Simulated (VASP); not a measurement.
As: single point with PBEsol

The system is As.

```
CELL_PARAMETERS angstrom
2.70368 0.00000 0.00000
0.00000 2.70368 0.00000
0.00000 0.00000 2.70368
ATOMIC_POSITIONS crystal
As 0.50000 0.50000 0.50000
```

| Property | Result |
| --- | --- |
| Program | VASP 6.6.1 |
| Task | single point |
| Functional | PBEsol |
| Potentials or basis | VASP PAW PBE potentials, release 64 (As) |
| Cutoff | 520 eV |
| k mesh | 18 × 18 × 18 |
| Occupations | gaussian, width 0.15 eV |
| Spin | no spin polarisation |

```json
{
  "Pressure": "-0.8 GPa"
}
```

Levels at points of the mesh, in eV from the Fermi level:
```tsv
k point	band 1	band 2	band 3	band 4	band 5	band 6	band 7
(0.00, 0.00, 0.00)	-15.05	4.08	4.08	4.08	8.44	8.44	10.33
(0.50, 0.00, 0.00)	-11.90	-7.03	6.39	6.39	11.15	13.93	14.66
(0.50, 0.50, 0.00)	-8.61	-4.33	-4.33	2.35	8.56	16.43	17.40
(0.50, 0.50, 0.50)	-4.99	-1.88	-1.88	-1.88	5.83	5.83	5.83
```

Run time: 7.5 s on 1 thread of Intel(R) Xeon(R) 6975P-C (Granite Rapids), with other jobs on the host, peak memory 0.15 GiB.

Caveat: the PAW data sets were made with another functional, which shifts forces and pressure a little.
